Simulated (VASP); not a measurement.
# SnO (Pm-3m) in VASP: further runs

Runs on SnO. Level: PBE. Tasks: single point.

All numbers are computed with VASP 6.6.1; they aren't measurements. Logs are shortened: lines on timing, memory, paths and dates and some standing lists are left out, and cuts for length are marked.

## (1) The cell of the first run

Symmetry: Pm-3m, No. 221, cubic system. Conventional cell: a = 3.067 Å, b = 3.067 Å, c = 3.067 Å, α = 90.00°, β = 90.00°, γ = 90.00°. Within 3.5 Å of Sn (site symmetry m-3m) lie 8 O at 2.66 Å and 6 Sn at 3.07 Å. O (site symmetry m-3m) has 8 Sn at 2.66 Å and 6 O at 3.07 Å within 3.5 Å.

## (2) Single point, PBE (volume changed by -6%)

INCAR

```
  PREC = Accurate
  ENCUT = 520
  EDIFF = 1E-7
  ISMEAR = -1
  SIGMA = 0.02
  LREAL = F
  LASPH = T
  NELM = 60
  ALGO = Normal
  ISIF = 2
  LWAVE = F
  LCHARG = F
  GGA = PE
  NBANDS = 17
```

KPOINTS

```
regular mesh
0
Gamma
  6 6 6
```

POSCAR

```
SnO
1.0
    3.0674389114      0.0000000000      0.0000000000
    0.0000000000      3.0674389114      0.0000000000
    0.0000000000      0.0000000000      3.0674389114
Sn O
1 1
Direct
    0.0000000000      0.0000000000      0.0000000000
    0.5000000000      0.5000000000      0.5000000000
```

Potentials or basis: VASP PAW PBE potentials, release 64 (Sn_d, O).

Started as:

```bash
$ cat potpaw_PBE.64/Sn_d/POTCAR potpaw_PBE.64/O/POTCAR > POTCAR
$ mpirun -np 1 vasp_std > vasp.out
```

OUTCAR:

```text
PREC = Accurate
   ENCUT = 520
   EDIFF = 1E-7
   ISMEAR = -1
   LREAL = F
   LASPH = T
   NELM = 60
   ISIF = 2
   GGA = PE

 ion  position               nearest neighbor table
   1  0.000  0.000  0.000-   2 2.66   2 2.66   2 2.66   2 2.66   2 2.66   2 2.66   2 2.66   2 2.66

   2  0.500  0.500  0.500-   1 2.66   1 2.66   1 2.66   1 2.66   1 2.66   1 2.66   1 2.66   1 2.66

  LATTYP: Found a simple cubic cell.
 ALAT       =     3.0674389114

  Lattice vectors:

 A1 = (   3.0674389114,   0.0000000000,   0.0000000000)
 A2 = (   0.0000000000,   3.0674389114,   0.0000000000)
 A3 = (   0.0000000000,   0.0000000000,   3.0674389114)

Analysis of symmetry for initial positions (statically):
=====================================================================
 Subroutine PRICEL returns:
 Original cell was already a primitive cell.

 Routine SETGRP: Setting up the symmetry group for a
 simple cubic supercell.

 Subroutine GETGRP returns: Found 48 space group operations
 (whereof 48 operations were pure point group operations)
 out of a pool of 48 trial point group operations.

The static configuration has the point symmetry O_h .

Analysis of symmetry for dynamics (positions and initial velocities):
=====================================================================
 Subroutine PRICEL returns:
 Original cell was already a primitive cell.

 Routine SETGRP: Setting up the symmetry group for a
 simple cubic supercell.

 Subroutine GETGRP returns: Found 48 space group operations
 (whereof 48 operations were pure point group operations)
 out of a pool of 48 trial point group operations.

The dynamic configuration has the point symmetry O_h .

 Subroutine INISYM returns: Found 48 space group operations
 (whereof 48 operations are pure point group operations),
 and found     1 'primitive' translations

----------------------------------------------------------------------------------------

                                     Primitive cell

  volume of cell :      28.8621

  direct lattice vectors                    reciprocal lattice vectors
     3.067438911  0.000000000  0.000000000     0.326004862  0.000000000  0.000000000
     0.000000000  3.067438911  0.000000000     0.000000000  0.326004862  0.000000000
     0.000000000  0.000000000  3.067438911     0.000000000  0.000000000  0.326004862

  length of vectors
     3.067438911  3.067438911  3.067438911     0.326004862  0.326004862  0.326004862

  position of ions in fractional coordinates (direct lattice)
     0.000000000  0.000000000  0.000000000
     0.500000000  0.500000000  0.500000000

  ion indices of the primitive-cell ions
   primitive index   ion index
                 1           1
                 2           2

----------------------------------------------------------------------------------------

 KPOINTS: regular mesh

Automatic generation of k-mesh.
 Grid dimensions read from file:
 generate k-points for:    6    6    6

 Generating k-lattice:

  Cartesian coordinates                     Fractional coordinates (reciprocal lattice)
     0.054334144  0.000000000  0.000000000     0.166666667  0.000000000  0.000000000
     0.000000000  0.054334144  0.000000000     0.000000000  0.166666667  0.000000000
     0.000000000  0.000000000  0.054334144     0.000000000  0.000000000  0.166666667

  Length of vectors
     0.054334144  0.054334144  0.054334144

  Shift w.r.t. Gamma in fractional coordinates (k-lattice)
     0.000000000  0.000000000  0.000000000

 Subroutine IBZKPT returns following result:
 ===========================================

 Found     20 irreducible k-points:

 Following reciprocal coordinates:
            Coordinates               Weight
  0.000000  0.000000  0.000000      1.000000
  0.166667  0.000000  0.000000      6.000000
  0.333333  0.000000  0.000000      6.000000
  0.500000  0.000000  0.000000      3.000000
  0.166667  0.166667  0.000000     12.000000
  0.333333  0.166667  0.000000     24.000000
[... 12 lines left out ...]
  0.500000  0.500000  0.333333      6.000000
  0.500000  0.500000  0.500000      1.000000
   k-points           NKPTS =     20   k-points in BZ     NKDIM =     20   number of bands    NBANDS=     17
   number of dos      NEDOS =    301   number of ions     NIONS =      2
   total plane-waves  NPLWV =  13824
   dimension x,y,z NGX =    24 NGY =   24 NGZ =   24
   dimension x,y,z NGXF=    48 NGYF=   48 NGZF=   48
   ions per type =               1   1
   NGX,Y,Z   is equivalent  to a cutoff of  13.01, 13.01, 13.01 a.u.
   NGXF,Y,Z  is equivalent  to a cutoff of  26.01, 26.01, 26.01 a.u.
 SYSTEM =  unknown system
   PREC   = accura    normal or accurate (medium, high low for compatibility)
   ISTART =      0    job   : 0-new  1-cont  2-samecut
   ICHARG =      2    charge: 1-file 2-atom 10-const
   ISPIN  =      1    spin polarized calculation?
   LNONCOLLINEAR =      F non collinear calculations
   LSORBIT =      F    spin-orbit coupling
   LASPH  =      T    aspherical Exc in radial PAW
   ENCUT  =  520.0 eV  38.22 Ry    6.18 a.u.   5.70  5.70  5.70*2*pi/ulx,y,z
   NELM   =     60;   NELMIN=  2; NELMDL= -5     # of ELM steps
   EDIFF  = 0.1E-06   stopping-criterion for ELM
   LREAL  =      F    real-space projection
   EDIFFG = 0.1E-05   stopping-criterion for IOM
   NSW    =      0    number of steps for IOM
   IBRION =     -1    ionic relax: 0-MD 1-quasi-New 2-CG
   NFREE  =      0    steps in history (QN), initial steepest desc. (CG)
   ISIF   =      2    stress and relaxation
   ISYM   =      2    0-nonsym 1-usesym 2-fastsym
   POTIM  = 0.5000    time-step for ionic-motion
   TEBEG  =    0.0;   TEEND  =   0.0 temperature during run
   PSTRESS=    0.0 pullay stress
   NELECT =      20.0000    total number of electrons
   NUPDOWN=      -1.0000    fix difference up-down
   EMIN   =  10.00;   EMAX   =-10.00  energy-range for DOS
   EFERMI =   0.00;   METHOD = LEGACY
   ISMEAR =    -1;   SIGMA  =   0.02  broadening in eV -4-tet -1-fermi 0-gaus
   EFERMI_NEDOS =   21; number of points for ismear=-14 and -15
   IALGO  =     38    algorithm
   IMIX   =      4    mixing-type and parameters
     AMIX     =   0.40;   BMIX     =  1.00
     AMIX_MAG =   1.60;   BMIX_MAG =  1.00
  volume/ion in A,a.u.               =      14.43        97.39
  Fermi-wavevector in a.u.,A,eV,Ry     =   1.448690  2.737628 28.554599  2.098704
  Thomas-Fermi vector in A             =   2.566502
   LORBIT       =      0    0 simple, 1 ext, 2 COOP (PROOUT), +10 PAW based schemes
   GGA     = PE    functional components
[... 5 lines left out ...]
 non-spin polarized calculation
  energy-cutoff  :      520.00
  volume of cell :       28.86
 maximum number of plane-waves:       804
 NGX is ok and might be reduce to    24
   NGX = 11   NGY = 11   NGZ = 11

 number of electron      20.0000014 magnetization

 Free energy of the ion-electron system (eV)
  ---------------------------------------------------
  ext. energy  EPLUGINS =         0.00000000
  ---------------------------------------------------
  free energy    TOTEN  =        -9.79335718 eV

  energy without entropy =       -9.79268686  energy(sigma->0) =       -9.79302202

 E-fermi :   8.7943     XC(G=0): -11.5935

 val. band max:        8.7332487972   @ k =   0.5000   0.1667   0.0000
 cond. band min:       8.8246230882   @ k =   0.5000   0.5000   0.5000
 fundamental gap:      0.0913742911
 Fermi energy:         8.7943255156

 k-point     1 :       0.0000    0.0000    0.0000
  band No.  band energies     occupation
      1     -12.8768      2.00000
      2     -12.8768      2.00000
      3     -12.4592      2.00000
      4     -12.4592      2.00000
      5     -12.4592      2.00000
      6      -9.4653      2.00000
[... 9 lines left out ...]
     16      28.7393      0.00000
     17      28.7871      0.00000

 k-point     2 :       0.1667    0.0000    0.0000
  band No.  band energies     occupation
      1     -12.8719      2.00000
      2     -12.8018      2.00000
      3     -12.4862      2.00000
      4     -12.4862      2.00000
      5     -12.4569      2.00000
      6      -9.2889      2.00000
[... 9 lines left out ...]
     16      25.9068      0.00000
     17      27.5104      0.00000

 k-point     3 :       0.3333    0.0000    0.0000
  band No.  band energies     occupation
      1     -12.8622      2.00000
      2     -12.6519      2.00000
      3     -12.5398      2.00000
      4     -12.5398      2.00000
      5     -12.4524      2.00000
      6      -8.8950      2.00000
[... 9 lines left out ...]
     16      23.7816      0.00000
     17      26.8617      0.00000

 k-point     4 :       0.5000    0.0000    0.0000
  band No.  band energies     occupation
      1     -12.8574      2.00000
      2     -12.5768      2.00000
      3     -12.5664      2.00000
      4     -12.5664      2.00000
      5     -12.4502      2.00000
      6      -8.6726      2.00000
[... 9 lines left out ...]
     16      26.5240      0.00000
     17      26.9427      0.00000
[... 263 lines left out ...]
      1     -12.7025      2.00000
      2     -12.6617      2.00000
      3     -12.6251      2.00000
      4     -12.4966      2.00000
      5     -12.4141      2.00000
      6      -7.9807      2.00000
[... 9 lines left out ...]
     16      22.1813      0.00000
     17      30.6603      0.00000

 k-point    19 :       0.5000    0.5000    0.3333
  band No.  band energies     occupation
      1     -12.7238      2.00000
      2     -12.6581      2.00000
      3     -12.6581      2.00000
      4     -12.4541      2.00000
      5     -12.3679      2.00000
      6      -7.9199      2.00000
[... 9 lines left out ...]
     16      21.8514      0.00000
     17      30.1088      0.00000

 k-point    20 :       0.5000    0.5000    0.5000
  band No.  band energies     occupation
      1     -12.6939      2.00000
      2     -12.6939      2.00000
      3     -12.6939      2.00000
      4     -12.3663      2.00000
      5     -12.3663      2.00000
      6      -7.8997      2.00000
[... 9 lines left out ...]
     16      21.6714      0.00000
     17      29.2319      0.00000

------------------------ aborting loop because EDIFF is reached ----------------------------------------

  FORCE on cell =-STRESS in cart. coord.  units (eV):
  Direction    XX          YY          ZZ          XY          YZ          ZX
  --------------------------------------------------------------------------------------
  -------------------------------------------------------------------------------------
  Total        1.3585227      1.3585227      1.3585227     -0.0000000      0.0000000     -0.0000000
  in kB       75.4136047     75.4136047     75.4136047     -0.0000000      0.0000000     -0.0000000
  external PRESSURE =      75.4136047 kB  Pullay stress =       0.0000000 kB

 VOLUME and BASIS-vectors are now :
 -----------------------------------------------------------------------------
  energy-cutoff  :      520.00
  volume of cell :       28.86
      direct lattice vectors                 reciprocal lattice vectors
     3.067438911  0.000000000  0.000000000     0.326004862  0.000000000  0.000000000
     0.000000000  3.067438911  0.000000000     0.000000000  0.326004862  0.000000000
     0.000000000  0.000000000  3.067438911     0.000000000  0.000000000  0.326004862

 POSITION                                       TOTAL-FORCE (eV/Angst)
 -----------------------------------------------------------------------------------
      0.00000      0.00000      0.00000         0.000000      0.000000      0.000000
      1.53372      1.53372      1.53372         0.000000      0.000000      0.000000
 -----------------------------------------------------------------------------------
    total drift:                                0.000000      0.000000     -0.000000

  FREE ENERGIE OF THE ION-ELECTRON SYSTEM (eV)
  ---------------------------------------------------
  free  energy   TOTEN  =        -9.7933571787 eV

  energy  without entropy=       -9.7926868639  energy(sigma->0) =       -9.79302202
```

Run time: 7.7 s. Hardware: 1 thread of Intel Xeon Platinum 8259CL at 2.50GHz (Skylake/Cascade Lake), shared host; peak memory 0.14 GiB.

What came out:

```yaml
Free_energy: -9.7934 eV
Pressure: 7.5 GPa
Band_gap_on_the_k_mesh: 0.09 eV, indirect (least direct gap 0.85 eV)
```

Caveat: the cell differs from its parent crystal (volume changed by -6%); spin-orbit coupling is left out, which moves the levels of the heavy elements. A k mesh can miss the band edges.

## (3) Single point, PBE (volume changed by -3%)

INCAR

```
SYSTEM = SnO
PREC = Accurate
ENCUT = 520
EDIFF = 1E-6
ISMEAR = -1
SIGMA = 0.02
LREAL = .FALSE.
LASPH = .TRUE.
NELM = 80
ALGO = Normal
ISIF = 2
LWAVE = .FALSE.
LCHARG = .TRUE.
GGA = PE
LELF = .TRUE.
LVHAR = .TRUE.
NBANDS = 17
```

KPOINTS

```
Automatic mesh
0
G
  6 6 6
  0 0 0
```

POSCAR

```
SnO
1.0
    3.0997301150      0.0000000000      0.0000000000
    0.0000000000      3.0997301150      0.0000000000
    0.0000000000      0.0000000000      3.0997301150
Sn O
1 1
Direct
    0.0000000000      0.0000000000      0.0000000000
    0.5000000000      0.5000000000      0.5000000000
```

Potentials or basis: VASP PAW PBE potentials, release 64 (Sn_d, O).

Started as:

```bash
$ cat potpaw_PBE.64/Sn_d/POTCAR potpaw_PBE.64/O/POTCAR > POTCAR
$ mpirun -np 1 vasp_std > vasp.out
```

Run time: 8.7 s. Hardware: 1 thread of Intel Xeon Platinum 8259CL at 2.50GHz (Skylake/Cascade Lake), shared host; peak memory 0.14 GiB.

The run converged. Its results:

```yaml
Free_energy: -9.8263 eV
Pressure: 3.6 GPa
Band_gap_on_the_k_mesh: 0.19 eV, indirect (least direct gap 0.88 eV)
```

Levels at points of the mesh, in eV from the valence-band top:
```
           k point  band 6  band 7  band 8  band 9  band 10  band 11  band 12  band 13  band 14  band 15
(0.00, 0.00, 0.00)  -17.90   -7.25   -2.33   -2.33    -2.33     8.31     8.31     8.41     8.41     8.41
(0.50, 0.00, 0.00)  -17.17   -8.74   -1.57   -1.57    -0.83     0.74     7.51     7.51    11.29    11.49
(0.50, 0.50, 0.00)  -16.54   -5.35   -5.35   -4.52    -1.44     3.74     3.74     8.95    10.37    15.39
(0.50, 0.50, 0.50)  -16.46   -3.15   -3.15   -3.15    -0.95     0.19     0.19     0.19    12.75    12.75
```

Caveat: the cell differs from its parent crystal (volume changed by -3%); spin-orbit coupling is left out, which moves the levels of the heavy elements.

## (4) Single point, PBE

This run uses another cell than the first one, of 15.35 Å³/atom, 1.064 times its volume.

INCAR

```
ALGO = Normal ; EDIFF = 1E-7
ENCUT = 520 ; GGA = PE
ISIF = 2 ; ISMEAR = -1
LASPH = True ; LCHARG = False
LREAL = False ; LWAVE = False
NBANDS = 17 ; NELM = 80
PREC = Accurate ; SIGMA = 0.02
```

KPOINTS

```
k-points
0
Gamma
  6 6 6
```

POSCAR

```
SnO
1.0
    3.1313621989      0.0000000000      0.0000000000
    0.0000000000      3.1313621989      0.0000000000
    0.0000000000      0.0000000000      3.1313621989
Sn O
1 1
Direct
    0.0000000000      0.0000000000      0.0000000000
    0.5000000000      0.5000000000      0.5000000000
```

Started as:

```bash
$ cat potpaw_PBE.64/Sn_d/POTCAR potpaw_PBE.64/O/POTCAR > POTCAR
$ mpirun -np 1 vasp_std > vasp.out
```

It took 8.3 s on 1 thread of Intel Xeon Platinum 8259CL at 2.50GHz (Skylake/Cascade Lake), shared host; peak memory 0.14 GiB.

It converged, with:

```yaml
Free_energy: -9.8385 eV
Pressure: 0.3 GPa
Band_gap_on_the_k_mesh: 0.28 eV, indirect (least direct gap 0.91 eV)
```

Levels at points of the mesh, in eV from the valence-band top:
| k point | band 6 | band 7 | band 8 | band 9 | band 10 | band 11 | band 12 | band 13 | band 14 | band 15 |
| --- | --- | --- | --- | --- | --- | --- | --- | --- | --- | --- |
| (0.00, 0.00, 0.00) | -17.62 | -7.20 | -2.16 | -2.16 | -2.16 | 8.21 | 8.21 | 8.21 | 8.31 | 8.31 |
| (0.50, 0.00, 0.00) | -16.95 | -8.51 | -1.42 | -1.42 | -0.78 | 0.72 | 7.38 | 7.38 | 11.36 | 11.38 |
| (0.50, 0.50, 0.00) | -16.39 | -5.08 | -5.08 | -4.50 | -1.29 | 3.70 | 3.70 | 8.88 | 10.07 | 15.25 |
| (0.50, 0.50, 0.50) | -16.29 | -2.95 | -2.95 | -2.95 | -1.13 | 0.28 | 0.28 | 0.28 | 12.57 | 12.57 |

Caveat: spin-orbit coupling is left out, which moves the levels of the heavy elements.

## (5) The runs side by side

```tsv
cell	gap on the mesh (eV)	pressure (GPa)
a = 3.067 Å, 2 atoms	0.09	7.5
a = 3.100 Å, 2 atoms	0.19	3.6
a = 3.131 Å, 2 atoms	0.28	0.3
```

Alike in all rows: task single point; level PBE; potentials or basis VASP PAW PBE potentials, release 64 (Sn_d, O); no spin polarisation; k mesh 6 × 6 × 6; cutoff (eV) 520; smearing fermi-dirac 0.02 eV.

Caveats: spin-orbit coupling is left out, which moves the levels of the heavy elements.

Total energies depend on the potentials used, so only differences within one code and one set of settings carry meaning.
